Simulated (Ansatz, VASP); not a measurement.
**One calculation of Ti, two programs**

```
CELL_PARAMETERS angstrom
-0.06090 1.99955 1.99955
1.99955 -0.06090 1.99955
1.99955 1.99955 -0.06090
ATOMIC_POSITIONS crystal
Ti 0.00000 0.00000 0.00000
```

Change from the starting cell: equal xy, yz and zx shear strains of -3 %, crystal datasets.

Alike in both runs: task electric field gradients; functional LDA; k mesh 15 × 15 × 15; occupations fermi-dirac, width 0.05 eV; no spin polarisation.

|  | VASP | Ansatz |
| --- | --- | --- |
| version | VASP 6.6.1 | Ansatz 0.2.0 |
| potentials or method | VASP PAW LDA potentials, release 64 (Ti_sv), cutoff 520 eV | all-electron PAW with datasets made for the crystal, scalar-relativistic |

```csv
,VASP,Ansatz,Ansatz less VASP
pressure (GPa),-4.9,-4.7,+0.13
"traceless stress, the component that is largest in VASP (GPa)",1.62,1.63,+0.011
size of Vzz on the site where it differs most (V/Å²),13.0,12.8,-0.23
```

LDA's correlation is that of Perdew and Zunger in VASP and of Perdew and Wang (1992) in Ansatz. Ansatz ran all-electron here, and VASP with PAW potentials.
